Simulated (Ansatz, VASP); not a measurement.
# Fe in VASP and in Ansatz

Contents of INCAR:

```
ALGO = Normal ; EDIFF = 1E-6
ENCUT = 520 ; GGA = PE
ISIF = 2 ; ISMEAR = -1
ISPIN = 2 ; LASPH = T
LCHARG = T ; LELF = T
LMAXMIX = 4 ; LORBIT = 11
LREAL = F ; LVHAR = T
LWAVE = F ; MAGMOM = 2.5
NBANDS = 14 ; NELM = 150
PREC = Accurate ; SIGMA = 0.06122561905347299
```

Contents of KPOINTS:

```
k-points
0
Gamma
  16 16 16
```

The input POSCAR:

```
Fe
1.0
   -1.4154995385      1.4154995385      1.4154995385
    1.4154995385     -1.4154995385      1.4154995385
    1.4154995385      1.4154995385     -1.4154995385
Fe
1
Direct
    0.0000000000      0.0000000000      0.0000000000
```

Input for Ansatz:

```yaml
crystal:
  atoms:
  - position: [0.0, 0.0, 0.0]
    spin: 2.5
    symbol: Fe
  lattice:
  - [-1.4154995385272873, 1.4154995385272873, 1.4154995385272873]
  - [1.4154995385272873, -1.4154995385272873, 1.4154995385272873]
  - [1.4154995385272873, 1.4154995385272873, -1.4154995385272873]
hamiltonian:
  dispersion: none
  pseudopotentials:
    dirac_shells:
      Fe: [2p]
    kind: all_electron
    lapw: {basis_error: 0.025 meV}
    relativity: scalar
  xc: pbe
kpoints:
  mp_grid:
    grid: [16, 16, 16]
    shift: [0, 0, 0]
magnetization: {spin_polarized: true}
output: {forces: true, stress: true}
scf:
  convergence: {dr2_threshold: 1e-10 eV}
  lower_state_search: 'off'
  max_iter: 200
  occupations: {method: fermi_dirac, width: 0.06122561905347299}
```

Alike in both runs: task single point; functional PBE; k mesh 16 × 16 × 16; occupations fermi-dirac, width 0.0612256 eV; collinear spin.

```csv
,VASP,Ansatz
version,VASP 6.6.1,Ansatz 0.2 development build
potentials or method,"VASP PAW PBE potentials, release 64 (Fe), cutoff 520 eV","all-electron full-potential LAPW, scalar-relativistic"
```

|  | VASP | Ansatz | Ansatz less VASP |
| --- | --- | --- | --- |
| pressure (GPa) | 0.0 | 0.0 | +0.01 |
| net moment per atom (μB) | 2.19 | 2.16 | -0.033 |
| size of the moment on the site where the two differ most (μB) | 2.19 | 2.21 | +0.024 |

Site moments also hang on the region over which each program counts them. Ansatz ran all-electron here, and VASP with PAW potentials.
